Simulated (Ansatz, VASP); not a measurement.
## One calculation of Rh, two programs

Contents of INCAR:

```
SYSTEM = Rh
PREC = Accurate
ENCUT = 520
EDIFF = 1E-6
ISMEAR = 0
SIGMA = 0.15
LREAL = .FALSE.
LASPH = .TRUE.
NELM = 100
ALGO = Fast
ISIF = 2
LWAVE = .FALSE.
LCHARG = .TRUE.
GGA = PE
LELF = .TRUE.
LVHAR = .TRUE.
NBANDS = 22
```

The input KPOINTS:

```
regular mesh
0
G
  21 21 12
  0 0 0
```

The input POSCAR:

```
Rh
1.0
    2.9192563020      0.0000000000      0.0000000000
   -1.4596281510      2.5281501176      0.0000000000
    0.0000000000      0.0000000000      4.1643191147
Rh
2
Direct
    0.6666666667      0.3333333333      0.7500000000
    0.3333333333      0.6666666667      0.2500000000
```

Input for Ansatz:

```yaml
crystal:
  lattice:
    - [2.919256302, 0.0, 0.0]
    - [-1.459628151, 2.5281501176, 0.0]
    - [0.0, 0.0, 4.1643191147]
  atoms:
    - { symbol: Rh, position: [0.6666666667, 0.3333333333, 0.75] }
    - { symbol: Rh, position: [0.3333333333, 0.6666666667, 0.25] }
basis:
  ecutwfc: 420
kpoints:
  mp_grid: { grid: [21, 21, 12] }
hamiltonian:
  xc: pbe
  pseudopotentials: { kind: paw, azcp: { folder: soft_1 } }
scf:
  occupations: { method: gaussian, width: 0.15 }
output:
  forces: true
  stress: true
  eigenvalues: true
```

Alike in both runs: task single point; functional PBE; k mesh 21 × 21 × 12; occupations gaussian, width 0.15 eV; no spin polarisation.

```csv
,VASP,Ansatz
version,VASP 6.6.1,Ansatz 0.2.0
potentials or method,"VASP PAW PBE potentials, release 64 (Rh_pv), cutoff 520 eV","scalar-relativistic, plane waves, PAW"
valence electrons in the cell,30,34
```

```csv
,VASP,Ansatz,Ansatz less VASP
gap on the k mesh at the Fermi level (eV),none,none,-
pressure (GPa),-13.9,-13.9,+0.04
"traceless stress, the component that is largest in VASP (GPa)",11.96,11.96,-0.002
```

A gap of «none» marks a metal or a gap that the smearing closes. VASP's potentials hold 30 valence electrons a cell and Ansatz's 34, so a difference there can come from the potentials and not from the codes.
